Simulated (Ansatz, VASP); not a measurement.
## One calculation of HfC, two programs

INCAR

```
  PREC = Accurate
  ENCUT = 600
  EDIFF = 1E-6
  ISMEAR = -1
  SIGMA = 0.1
  LREAL = False
  LASPH = True
  NELM = 120
  ALGO = Normal
  ISIF = 2
  LWAVE = False
  LCHARG = False
  GGA = PS
  NBANDS = 22
  GGA_COMPAT = False
```

The input KPOINTS:

```
regular mesh
0
Gamma
  4 4 2
```

The input POSCAR:

```
HfC
1.0
    3.3428660000      0.0000000000      0.0000000000
   -1.6714330000      2.8950068774      0.0000000000
    0.0000000000      0.0000000000      5.2027140000
Hf C
2 2
Direct
    0.6666666667      0.3333333333      0.7500000000
    0.3333333333      0.6666666667      0.2500000000
    0.0000000000      0.0000000000      0.0000000000
    0.0000000000      0.0000000000      0.5000000000
```

Input for Ansatz:

```yaml
crystal:
  lattice:
    a: 3.342866
    b: 3.342866
    c: 5.202714
    alpha: 90.0
    beta: 90.0
    gamma: 120.0
  space_group: 194
  atoms:
    - { symbol: Hf, position: [0.6666666666666666, 0.3333333333333333, 0.75] }
    - { symbol: C, position: [0.0, 0.0, 0.0] }
basis:
  ecutwfc: 517.016338673772
kpoints:
  mp_grid:
    grid: [4, 4, 2]
hamiltonian:
  xc: pbesol
scf:
  occupations:
    method: fermi_dirac
    width: 0.1
output:
  forces: true
  stress: true
```

Alike in both runs: task single point; functional PBEsol; k mesh 4 × 4 × 2; occupations fermi-dirac, width 0.1 eV; no spin polarisation.

|  | VASP | Ansatz |
| --- | --- | --- |
| version | VASP 6.6.1 | Ansatz 0.2.0 |
| potentials or method | VASP PAW PBE potentials, release 64 (Hf_pv, C), cutoff 600 eV | plane waves, PAW |
| valence electrons in the cell | 28 | 60 |

```tsv
	VASP	Ansatz	Ansatz less VASP
pressure (GPa)	-8.8	-8.2	+0.60
traceless stress, the component that is largest in VASP (GPa)	-3.30	-3.32	-0.017
```

VASP's potentials were made for PBE, not for PBEsol. VASP's potentials hold 28 valence electrons a cell and Ansatz's 60, so a difference there can come from the potentials and not from the codes.

The k mesh is coarse, so the values compare programs but aren't converged. Spin-orbit coupling is off throughout.
